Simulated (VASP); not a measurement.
# Y in VASP: single point with PBEsol

Aim: the single point of Y with PBEsol.

Everything below comes from runs of VASP 6.6.1. Logs are shortened: lines on timing, memory, paths and dates and some standing lists are left out, and cuts for length are marked.

## (1) The cell of the first run

The typed cell holds 2 atoms: a = 3.594 Å, b = 3.594 Å, c = 5.611 Å, α = 90.00°, β = 90.00°, γ = 120.00°.

## (2) Single point, PBEsol

INCAR reads:

```
SYSTEM = Y
  ALGO = Normal
  EDIFF = 1E-6
  ENCUT = 520
  GGA = PS
  ISIF = 2
  ISMEAR = -1
  ISYM = 0
  LASPH = .TRUE.
  LCHARG = .FALSE.
  LREAL = .FALSE.
  LWAVE = .FALSE.
  NBANDS = 18
  NELM = 80
  PREC = Accurate
  SIGMA = 0.1
```

KPOINTS reads:

```
k-points
0
G
  10 10 7
  0 0 0
```

POSCAR reads:

```
Y
1.0
   -1.9819992405      2.4201169784      1.7701620851
    2.4201169784     -1.9819992405      1.7701620851
    3.9079040400      3.9079040400     -0.9677486458
Y
2
Direct
    0.0416578805      0.9583421195      1.0000000000
    0.7083421195      0.2916578805      0.5000000000
```

Potentials or basis: VASP PAW PBE potentials, release 64 (Y_sv).

Command:

```
> cat potpaw_PBE.64/Y_sv/POTCAR > POTCAR
> mpirun -np 1 vasp_std > vasp.out
```

OUTCAR:

```text
SYSTEM = Y
   EDIFF = 1E-6
   ENCUT = 520
   GGA = PS
   ISIF = 2
   ISMEAR = -1
   ISYM = 0
   LASPH = .TRUE.
   LREAL = .FALSE.
   NELM = 80
   PREC = Accurate

 ion  position               nearest neighbor table
   1  0.042  0.958  0.000-   2 3.49   2 3.49   2 3.49   2 3.49   2 3.49   2 3.49
   2  0.708  0.292  0.500-   1 3.49   1 3.49   1 3.49   1 3.49   1 3.49   1 3.49

IMPORTANT INFORMATION: All symmetrisations will be switched off!
NOSYMM: (Re-)initialisation of all symmetry stuff for point group C_1.

----------------------------------------------------------------------------------------

                                     Primitive cell

  volume of cell :      62.7708

  direct lattice vectors                    reciprocal lattice vectors
    -1.981999240  2.420116978  1.770162085    -0.079647634  0.147515837  0.274061270
     2.420116978 -1.981999240  1.770162085     0.147515837 -0.079647634  0.274061270
     3.907904040  3.907904040 -0.967748646     0.124141449  0.124141449 -0.030725192

  length of vectors
     3.594267796  3.594267796  5.610700973     0.321269742  0.321269742  0.178230850

  position of ions in fractional coordinates (direct lattice)
     0.041657880  0.958342120  1.000000000
     0.708342120  0.291657880  0.500000000

  ion indices of the primitive-cell ions
   primitive index   ion index
                 1           1
                 2           2

----------------------------------------------------------------------------------------

 KPOINTS: k-points

Automatic generation of k-mesh.
 Grid dimensions read from file:
 generate k-points for:   10   10    7

 Generating k-lattice:

  Cartesian coordinates                     Fractional coordinates (reciprocal lattice)
    -0.007964763  0.014751584  0.027406127     0.100000000  0.000000000 -0.000000000
     0.014751584 -0.007964763  0.027406127     0.000000000  0.100000000 -0.000000000
     0.017734493  0.017734493 -0.004389313    -0.000000000 -0.000000000  0.142857143

  Length of vectors
     0.032126974  0.032126974  0.025461550

  Shift w.r.t. Gamma in fractional coordinates (k-lattice)
     0.000000000  0.000000000  0.000000000

 Subroutine IBZKPT returns following result:
 ===========================================

 Found    352 irreducible k-points:

 Following reciprocal coordinates:
            Coordinates               Weight
  0.000000  0.000000  0.000000      1.000000
  0.100000 -0.000000  0.000000      2.000000
  0.000000 -0.100000  0.000000      2.000000
  0.200000 -0.000000  0.000000      2.000000
  0.000000 -0.200000  0.000000      2.000000
  0.300000 -0.000000  0.000000      2.000000
[... 16 lines left out ...]
 -0.300000  0.100000 -0.000000      2.000000
 -0.100000  0.300000  0.000000      2.000000
 [... further k-points ...]
   k-points           NKPTS =    352   k-points in BZ     NKDIM =    352   number of bands    NBANDS=     18
   number of dos      NEDOS =    301   number of ions     NIONS =      2
   total plane-waves  NPLWV =  32928
   dimension x,y,z NGX =    28 NGY =   28 NGZ =   42
   dimension x,y,z NGXF=    56 NGYF=   56 NGZF=   84
   ions per type =               2
   NGX,Y,Z   is equivalent  to a cutoff of  12.95, 12.95, 12.44 a.u.
   NGXF,Y,Z  is equivalent  to a cutoff of  25.90, 25.90, 24.89 a.u.
 SYSTEM =  Y
   PREC   = accura    normal or accurate (medium, high low for compatibility)
   ISTART =      0    job   : 0-new  1-cont  2-samecut
   ICHARG =      2    charge: 1-file 2-atom 10-const
   ISPIN  =      1    spin polarized calculation?
   LNONCOLLINEAR =      F non collinear calculations
   LSORBIT =      F    spin-orbit coupling
   LASPH  =      T    aspherical Exc in radial PAW
   ENCUT  =  520.0 eV  38.22 Ry    6.18 a.u.   6.68  6.68 10.43*2*pi/ulx,y,z
   NELM   =     80;   NELMIN=  2; NELMDL= -5     # of ELM steps
   EDIFF  = 0.1E-05   stopping-criterion for ELM
   LREAL  =      F    real-space projection
   EDIFFG = 0.1E-04   stopping-criterion for IOM
   NSW    =      0    number of steps for IOM
   IBRION =     -1    ionic relax: 0-MD 1-quasi-New 2-CG
   NFREE  =      0    steps in history (QN), initial steepest desc. (CG)
   ISIF   =      2    stress and relaxation
   ISYM   =      0    0-nonsym 1-usesym 2-fastsym
   POTIM  = 0.5000    time-step for ionic-motion
   TEBEG  =    0.0;   TEEND  =   0.0 temperature during run
   PSTRESS=    0.0 pullay stress
   NELECT =      22.0000    total number of electrons
   NUPDOWN=      -1.0000    fix difference up-down
   EMIN   =  10.00;   EMAX   =-10.00  energy-range for DOS
   EFERMI =   0.00;   METHOD = LEGACY
   ISMEAR =    -1;   SIGMA  =   0.10  broadening in eV -4-tet -1-fermi 0-gaus
   EFERMI_NEDOS =   21; number of points for ismear=-14 and -15
   IALGO  =     38    algorithm
   IMIX   =      4    mixing-type and parameters
     AMIX     =   0.40;   BMIX     =  1.00
     AMIX_MAG =   1.60;   BMIX_MAG =  1.00
  volume/ion in A,a.u.               =      31.39       211.80
  Fermi-wavevector in a.u.,A,eV,Ry     =   1.154241  2.181199 18.126664  1.332272
  Thomas-Fermi vector in A             =   2.290879
   LORBIT       =      0    0 simple, 1 ext, 2 COOP (PROOUT), +10 PAW based schemes
   GGA     = PS    functional components
   LHFCALC =     F    Hartree Fock is set to
   AEXX    =    0.0000 exact exchange contribution
   IVDW    =     0    specifies the selected vdW correction
   LEPSILON=     F    determine dielectric tensor
   LRPA    =     F    only Hartree local field effects (RPA)
 non-spin polarized calculation
  energy-cutoff  :      520.00
  volume of cell :       62.77
 maximum number of plane-waves:      1725
   NGX = 13   NGY = 13   NGZ = 21

 number of electron      22.0000001 magnetization

 Free energy of the ion-electron system (eV)
  ---------------------------------------------------
  ext. energy  EPLUGINS =         0.00000000
  ---------------------------------------------------
  free energy    TOTEN  =       -13.69965025 eV

  energy without entropy =      -13.58128699  energy(sigma->0) =      -13.64046862

 E-fermi :   3.1031     XC(G=0):  -9.7123

 val. band max:        3.1016349472   @ k =   0.3000   0.3000   0.4286
 cond. band min:       3.1054387127   @ k =   0.5000   0.2000   0.4286
 fundamental gap:      0.0038037655
 Fermi energy:         3.1030670560

 k-point     1 :       0.0000    0.0000    0.0000
  band No.  band energies     occupation
      1     -39.3780      2.00000
      2     -39.2860      2.00000
      3     -19.7432      2.00000
      4     -19.1804      2.00000
      5     -19.1803      2.00000
      6     -19.0737      2.00000
[... 10 lines left out ...]
     17       5.9522      0.00000
     18       5.9527      0.00000

 k-point     2 :       0.1000   -0.0000    0.0000
  band No.  band energies     occupation
      1     -39.3720      2.00000
      2     -39.2840      2.00000
      3     -19.7225      2.00000
      4     -19.2219      2.00000
      5     -19.1946      2.00000
      6     -19.1175      2.00000
[... 10 lines left out ...]
     17       5.7252      0.00000
     18       5.7463      0.00000

 k-point     3 :       0.0000   -0.1000    0.0000
  band No.  band energies     occupation
      1     -39.3720      2.00000
      2     -39.2840      2.00000
      3     -19.7225      2.00000
      4     -19.2219      2.00000
      5     -19.1946      2.00000
      6     -19.1175      2.00000
[... 10 lines left out ...]
     17       5.7252      0.00000
     18       5.7463      0.00000

 k-point     4 :       0.2000   -0.0000    0.0000
  band No.  band energies     occupation
      1     -39.3558      2.00000
      2     -39.2792      2.00000
      3     -19.6642      2.00000
      4     -19.3310      2.00000
      5     -19.2302      2.00000
      6     -19.2279      2.00000
[... 10 lines left out ...]
     17       6.1235      0.00000
     18       6.2876      0.00000

 k-point     5 :       0.0000   -0.2000    0.0000
  band No.  band energies     occupation
      1     -39.3558      2.00000
      2     -39.2792      2.00000
      3     -19.6642      2.00000
      4     -19.3310      2.00000
      5     -19.2302      2.00000
      6     -19.2279      2.00000
[... 10 lines left out ...]
     17       6.1235      0.00000
     18       6.2876      0.00000

 k-point     6 :       0.3000   -0.0000    0.0000
  band No.  band energies     occupation
      1     -39.3341      2.00000
      2     -39.2747      2.00000
      3     -19.5803      2.00000
      4     -19.4665      2.00000
      5     -19.3571      2.00000
      6     -19.2720      2.00000
[... 10 lines left out ...]
     17       6.8548      0.00000
     18       7.1315      0.00000

 k-point     7 :       0.0000   -0.3000   -0.0000
  band No.  band energies     occupation
      1     -39.3341      2.00000
      2     -39.2747      2.00000
      3     -19.5803      2.00000
      4     -19.4665      2.00000
      5     -19.3571      2.00000
      6     -19.2720      2.00000
[... 10 lines left out ...]
     17       6.8548      0.00000
     18       7.1315      0.00000

 k-point     8 :       0.4000    0.0000   -0.0000
  band No.  band energies     occupation
      1     -39.3140      2.00000
      2     -39.2736      2.00000
      3     -19.5760      2.00000
      4     -19.4925      2.00000
      5     -19.4567      2.00000
      6     -19.3045      2.00000
[... 10 lines left out ...]
     17       7.8719      0.00000
     18       8.0642      0.00000
[... 229 lines left out ...]
     17       8.2108      0.00000
     18       8.7580      0.00000

 k-point    20 :      -0.1000    0.5000   -0.0000
  band No.  band energies     occupation
      1     -39.3049      2.00000
      2     -39.2746      2.00000
      3     -19.5954      2.00000
      4     -19.4757      2.00000
      5     -19.4479      2.00000
      6     -19.3341      2.00000
[... 10 lines left out ...]
     17       8.2108      0.00000
     18       8.8086      0.00000

 k-point    21 :      -0.4000    0.1000    0.0000
  band No.  band energies     occupation
      1     -39.3206      2.00000
      2     -39.2735      2.00000
      3     -19.5233      2.00000
      4     -19.5200      2.00000
      5     -19.4241      2.00000
      6     -19.2983      2.00000
[... 10 lines left out ...]
     17       7.3880      0.00000
     18       7.9927      0.00000

 k-point    22 :      -0.1000    0.4000    0.0000
  band No.  band energies     occupation
      1     -39.3206      2.00000
      2     -39.2735      2.00000
      3     -19.5233      2.00000
      4     -19.5200      2.00000
      5     -19.4241      2.00000
      6     -19.2983      2.00000
[... 10 lines left out ...]
     17       7.3880      0.00000
     18       7.9927      0.00000

 k-point    23 :      -0.3000    0.1000   -0.0000
  band No.  band energies     occupation
      1     -39.3419      2.00000
      2     -39.2760      2.00000
      3     -19.6114      2.00000
      4     -19.3981      2.00000
      5     -19.3399      2.00000
      6     -19.2369      2.00000
[... 10 lines left out ...]
     17       6.3711      0.00000
     18       7.0009      0.00000

 k-point    24 :      -0.1000    0.3000    0.0000
  band No.  band energies     occupation
      1     -39.3419      2.00000
      2     -39.2760      2.00000
      3     -19.6114      2.00000
      4     -19.3981      2.00000
      5     -19.3399      2.00000
      6     -19.2369      2.00000
[... 10 lines left out ...]
     17       6.3711      0.00000
     18       7.0009      0.00000

 [... further k-points ...]

------------------------ aborting loop because EDIFF is reached ----------------------------------------

  FORCE on cell =-STRESS in cart. coord.  units (eV):
  Direction    XX          YY          ZZ          XY          YZ          ZX
  --------------------------------------------------------------------------------------
  -------------------------------------------------------------------------------------
  Total       -0.0481712     -0.0481735     -0.0502421      0.0027460      0.0000973      0.0000950
  in kB       -1.2295337     -1.2295922     -1.2823925      0.0700898      0.0024823      0.0024236
  external PRESSURE =      -1.2471728 kB  Pullay stress =       0.0000000 kB

 VOLUME and BASIS-vectors are now :
 -----------------------------------------------------------------------------
  energy-cutoff  :      520.00
  volume of cell :       62.77
      direct lattice vectors                 reciprocal lattice vectors
    -1.981999240  2.420116978  1.770162085    -0.079647634  0.147515837  0.274061270
     2.420116978 -1.981999240  1.770162085     0.147515837 -0.079647634  0.274061270
     3.907904040  3.907904040 -0.967748646     0.124141449  0.124141449 -0.030725192

 POSITION                                       TOTAL-FORCE (eV/Angst)
 -----------------------------------------------------------------------------------
      2.23673     -1.79862      1.77016        -0.000041      0.000041     -0.000000
      1.25586      3.09016      1.28629         0.000041     -0.000041      0.000000
 -----------------------------------------------------------------------------------
    total drift:                                0.000001     -0.000000     -0.000001

  FREE ENERGIE OF THE ION-ELECTRON SYSTEM (eV)
  ---------------------------------------------------
  free  energy   TOTEN  =       -13.6996502519 eV

  energy  without entropy=      -13.5812869931  energy(sigma->0) =      -13.64046862
```

Run time: 8.2 min. Hardware: 1 thread of AMD EPYC 7R43 (Zen 3), shared host; peak memory 0.44 GiB.

Results:

```yaml
Free_energy: -13.6997 eV
Pressure: -0.1 GPa
Band_gap_on_the_k_mesh: zero (band 11 reaches 4.18 eV, above the bottom of band 12 at 2.63 eV)
```

Caveat: the PAW data sets were made with another functional, which shifts forces and pressure a little.
